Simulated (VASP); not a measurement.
Input of a VASP 6.6.1 run:

Contents of INCAR:

```
SYSTEM = Mo
PREC = Accurate
ENCUT = 520
EDIFF = 1E-6
ISMEAR = 0
SIGMA = 0.15
LREAL = .False.
LASPH = .True.
NELM = 100
ALGO = Normal
ISIF = 2
LWAVE = .False.
LCHARG = .True.
GGA = PS
LELF = .True.
LVHAR = .True.
NBANDS = 13
```

The input KPOINTS:

```
regular mesh
0
Gamma
  18 18 18
  0 0 0
```

The input POSCAR:

```
Mo
1.0
    2.7765430532      0.0000000000      0.0000000000
   -1.3882715266      2.4045568187      0.0000000000
    0.0000000000      0.0000000000      2.5935084105
Mo
1
Direct
    0.0000000000      0.0000000000      0.5000000000
```

Potentials or basis: VASP PAW PBE potentials, release 64 (Mo_sv).

Command:

```sh
$ cat potpaw_PBE.64/Mo_sv/POTCAR > POTCAR
$ mpirun -np 1 vasp_std > vasp.out
```

Problem. Estimate the pressure.

Solution. -11.9 GPa.

Problem. Estimate the band gap on the k mesh.

Solution. Zero (band 7 reaches 11.70 eV, above the bottom of band 8 at 9.94 eV).

Stress tensor (GPa, compression positive):
```
 -9.86   0.00   0.00
  0.00  -9.86   0.00
  0.00   0.00 -16.11
```

Caveat: the cell differs from its parent crystal (strain +0.015 along x and y, +0.015 along z); the PAW data sets were made with another functional, which shifts forces and pressure a little.
